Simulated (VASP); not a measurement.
Cu:

```xyz
1
Lattice="0.0000 1.7706 1.7706 1.7706 0.0000 1.7706 1.7706 1.7706 0.0000" Properties=species:S:1:pos:R:3 pbc="T T T"
Cu    0.0000    0.0000    0.0000
```

Program: VASP 6.6.1. Alike in all runs: task single point; potentials or basis VASP PAW PBE potentials, release 64 (Cu); no spin polarisation; cell as given; smearing fermi-dirac 0.05 eV.

**Question.** Order these runs on this cell by their pressure, lowest first.
A. level BLYP+D3(BJ); k mesh 13 × 13 × 13; cutoff (eV) 600
B. level PBE exchange alone; k mesh 13 × 13 × 13; cutoff (eV) 600
C. level PBE0; k mesh 8 × 8 × 8; cutoff (eV) 520; grid for exact exchange (PRECFOCK) Normal; share of exact exchange 0.25
D. level SVWN5; k mesh 13 × 13 × 13; cutoff (eV) 600

**Answer.** D (-3.1 GPa), A (0.9 GPa), C (12.7 GPa), B (36.8 GPa).

Caveats: some runs use coarse meshes; the PAW data sets were made with another functional, which shifts forces and pressure a little (at least some runs); the cell stands under tension (at least some runs); the cell stands under pressure (at least some runs).
